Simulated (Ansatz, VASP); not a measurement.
**Cd3Cl2 in VASP and in Ansatz**

```
Cd Cl
1.0
     0.00000    5.41233    5.41233
     5.41233    0.00000    5.41233
     5.41233    5.41233    0.00000
Cd Cl
6 4
Direct
  0.44705 0.05295 0.05295
  0.05295 0.44705 0.44705
  0.05295 0.44705 0.05295
  0.44705 0.05295 0.44705
  0.05295 0.05295 0.44705
  0.44705 0.44705 0.05295
  0.87428 0.87428 0.87428
  0.87428 0.87428 0.37715
  0.87428 0.37715 0.87428
  0.37715 0.87428 0.87428
```

Alike in both runs: functional PBE; k mesh 3 × 3 × 3; occupations gaussian, width 0.2 eV; no spin polarisation.

Ansatz relaxed the structure, and its values are those at the end. VASP's run is a single point on that final structure, the one shown.

|  | VASP | Ansatz |
| --- | --- | --- |
| version | VASP 6.6.1 | Ansatz 0.2.0 |
| potentials or method | VASP PAW PBE potentials, release 64 (Cd, Cl), cutoff 520 eV | scalar-relativistic, plane waves, PAW |
| valence electrons in the cell | 100 | 148 |

VASP gave:

```
gap on the k mesh at the Fermi level (eV) : 1.67
least direct gap on the mesh (eV)         : 1.89
pressure (GPa)                            : 0.2
rms of the force components (eV/Å)        : 0.027
```

**Question.** What did Ansatz give for the same quantities?

**Answer.** gap on the k mesh at the Fermi level (eV): 1.67; least direct gap on the mesh (eV): 1.89; pressure (GPa): 0.1; rms of the force components (eV/Å): 0.029.

The functional is the same, so the differences come from potentials, cutoffs and numerics. VASP's potentials hold 100 valence electrons a cell and Ansatz's 148, so a difference there can come from the potentials and not from the codes.
